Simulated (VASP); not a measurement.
The system is Y.

```
CELL_PARAMETERS angstrom
3.65354 0.00000 0.00000
-1.82677 3.16406 0.00000
0.00000 0.00000 5.69886
ATOMIC_POSITIONS crystal
Y 0.33333 0.66667 0.25000
Y 0.66667 0.33333 0.75000
```

Base run:

| Item | Value |
| --- | --- |
| Program | VASP 6.6.1 |
| Functional | PBE |
| Potentials or basis | VASP PAW PBE potentials, release 64 (Y_sv) |
| Cutoff | 520 eV |
| k mesh | 10 × 10 × 6 |
| Occupations | gaussian, width 1 eV |
| Spin | no spin polarisation |

Its results: band gap on the k mesh zero (bands 11 and 12 overlap by 1.46 eV); pressure 1.2 GPa.

Q: The run is repeated on the same cell with these changes: occupations from gaussian, width 1 eV to methfessel-paxton, width 0.2 eV. What comes out?

A: Band gap on the k mesh zero (bands 11 and 12 overlap by 1.45 eV); pressure -0.3 GPa.

Caveats: so wide a smearing shifts energies and pressures (at least some runs).
